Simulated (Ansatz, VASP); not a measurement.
# Two plane-wave programs on Si2W

INCAR

```
SYSTEM = Si2W
  ALGO = Normal
  EDIFF = 1E-6
  ENCUT = 520
  GGA = PE
  ISIF = 2
  ISMEAR = 0
  LASPH = .TRUE.
  LCHARG = .TRUE.
  LELF = .TRUE.
  LREAL = .FALSE.
  LVHAR = .TRUE.
  LWAVE = .FALSE.
  NBANDS = 18
  NELM = 100
  PREC = Accurate
  SIGMA = 0.15
```

Contents of KPOINTS:

```
k-points
0
G
  18 18 18
  0 0 0
```

File POSCAR:

```
Si2W
1.0
   -1.7460190717      1.7460190717      3.7677345548
    1.7460190717     -1.7460190717      3.7677345548
    1.7460190717      1.7460190717     -3.7677345548
Si W
2 1
Direct
    0.3345726944      0.3345726944      0.0000000000
    0.6654273056      0.6654273056      0.0000000000
    0.0000000000      0.0000000000      0.0000000000
```

Input for Ansatz:

```yaml
crystal:
  lattice:
    - [-1.7460190717, 1.7460190717, 3.7677345548]
    - [1.7460190717, -1.7460190717, 3.7677345548]
    - [1.7460190717, 1.7460190717, -3.7677345548]
  atoms:
    - { symbol: Si, position: [0.3345726944, 0.3345726944, 0.0] }
    - { symbol: Si, position: [0.6654273056, 0.6654273056, 0.0] }
    - { symbol: W, position: [0.0, 0.0, 0.0] }
basis:
  ecutwfc: 420
kpoints:
  mp_grid: { grid: [18, 18, 18] }
hamiltonian:
  xc: pbe
  pseudopotentials: { kind: paw, azcp: { folder: soft_1 } }
scf:
  occupations: { method: gaussian, width: 0.15 }
output:
  forces: true
  stress: true
  eigenvalues: true
```

Alike in both runs: task single point; functional PBE; k mesh 18 × 18 × 18; occupations gaussian, width 0.15 eV; no spin polarisation.

|  | VASP | Ansatz |
| --- | --- | --- |
| version | VASP 6.6.1 | Ansatz 0.2.0 |
| potentials or method | VASP PAW PBE potentials, release 64 (Si, W_sv), cutoff 520 eV | scalar-relativistic, plane waves, PAW |
| valence electrons in the cell | 22 | 22 |

|  | VASP | Ansatz | Ansatz less VASP |
| --- | --- | --- | --- |
| gap on the k mesh at the Fermi level (eV) | none | none | - |
| pressure (GPa) | -14.6 | -14.5 | +0.02 |
| traceless stress, the component that is largest in VASP (GPa) | 26.14 | 26.15 | +0.018 |
| rms of the force components (eV/Å) | 0.114 | 0.112 | -0.0017 |

Atom by atom the forces differ by 0.002 eV/Å (rms over components). A gap of «none» marks a metal or a gap that the smearing closes.

Spin-orbit coupling is off throughout.
